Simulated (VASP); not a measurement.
Cs, 1 atom in the cell. It takes space group C2/m (No. 12, monoclinic). The conventional cell has a = 6.117 Å, b = 8.790 Å, c = 5.177 Å, α = 90.00°, β = 120.26°, γ = 90.00°. 

| Quantity | Value |
| --- | --- |
| Program | VASP 6.6.1 |
| Task | single point |
| Functional | LDA |
| Potentials or basis | VASP PAW LDA potentials, release 64 (Cs_sv) |
| Cutoff | 520 eV |
| k mesh | 9 × 9 × 9 |
| Occupations | fermi-dirac, width 0.08 eV |
| Spin | no spin polarisation |
| Dipole correction | no |
| Further INCAR settings | ALGO = Fast; EDIFF = 1e-06; NBANDS = 10 |

Potentials or basis: VASP PAW LDA potentials, release 64 (Cs_sv).

Launch:

```console
$ cat potpaw_LDA.64/Cs_sv/POTCAR > POTCAR
$ mpirun -np 1 vasp_std > vasp.out
```

Hardware: 1 thread of AMD EPYC 9R45 96-Core Processor (Zen 5), with other jobs on the host.

**Question.** Estimate the wall time of this run.

**Answer.** It took 97 s on 1 thread of AMD EPYC 9R45 96-Core Processor (Zen 5) (shared host), peak memory 0.33 GiB. Counts: scf iterations 10, k points 205.
